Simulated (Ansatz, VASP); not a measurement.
# Two plane-wave programs on TiClF

INCAR

```
  PREC = Accurate
  ENCUT = 520
  EDIFF = 1E-6
  ISMEAR = 0
  SIGMA = 0.1
  LREAL = False
  LASPH = True
  NELM = 150
  ALGO = Normal
  ISIF = 2
  LWAVE = False
  LCHARG = True
  ISPIN = 2
  MAGMOM = 1 1 0 0 0 0
  LORBIT = 11
  LMAXMIX = 4
  GGA = PE
  LELF = True
  LVHAR = True
  NBANDS = 39
```

KPOINTS

```
Automatic mesh
0
Gamma
  6 6 2
```

The input POSCAR:

```
TiClF
1.0
    4.0968522200      0.0000000000      0.0000000000
   -2.0484261100      3.5479781000      0.0000000000
    0.0000000000      0.0000000000      7.9985944100
Ti Cl F
2 2 2
Direct
    0.3333333300      0.6666666700      0.4710946100
    0.6666666700      0.3333333300      0.9710946100
    0.0000000000      0.0000000000      0.1023395100
    0.0000000000      0.0000000000      0.6023395100
    0.0000000000      0.0000000000      0.3880790500
    0.0000000000      0.0000000000      0.8880790500
```

Input for Ansatz:

```yaml
crystal:
  lattice:
    - [4.09685222, 0.0, 0.0]
    - [-2.04842611, 3.5479781, 0.0]
    - [0.0, 0.0, 7.99859441]
  atoms:
    - { symbol: Ti, position: [0.33333333, 0.66666667, 0.47109461], spin: 1.0 }
    - { symbol: Ti, position: [0.66666667, 0.33333333, 0.97109461], spin: 1.0 }
    - { symbol: Cl, position: [0.0, 0.0, 0.10233951] }
    - { symbol: Cl, position: [0.0, 0.0, 0.60233951] }
    - { symbol: F, position: [0.0, 0.0, 0.38807905] }
    - { symbol: F, position: [0.0, 0.0, 0.88807905] }
basis:
  ecutwfc: 420
kpoints:
  mp_grid: { grid: [6, 6, 2] }
hamiltonian:
  xc: pbe
scf:
  occupations: { method: gaussian, width: 0.1 }
  lower_state_search: "off"
output:
  forces: true
  stress: true
  eigenvalues: true
  populations: true
magnetization:
  spin_polarized: true
```

Alike in both runs: task single point; functional PBE; k mesh 6 × 6 × 2; occupations gaussian, width 0.1 eV; collinear spin.

|  | VASP | Ansatz |
| --- | --- | --- |
| version | VASP 6.6.1 | Ansatz 0.2.0 |
| potentials or method | VASP PAW PBE potentials, release 64 (Ti_sv, Cl, F), cutoff 520 eV | scalar-relativistic, plane waves, PAW |
| valence electrons in the cell | 52 | 52 |

```csv
,VASP,Ansatz,Ansatz less VASP
gap on the k mesh at the Fermi level (eV),none,none,-
pressure (GPa),16.3,16.5,+0.16
"traceless stress, the component that is largest in VASP (GPa)",45.57,45.69,+0.124
rms of the force components (eV/Å),4.051,4.050,-0.0009
net moment per atom (μB),0.81,0.81,0.000
size of the moment on the site where the two differ most (μB),1.81,1.65,-0.163
```

Site moments also hang on the region over which each program counts them. Atom by atom the forces differ by 0.005 eV/Å (rms over components). A gap of «none» marks a metal or a gap that the smearing closes. With one functional, cell and mesh, what is left measures potentials, basis and numerics.

The k mesh is coarse, so the values compare programs but aren't converged.
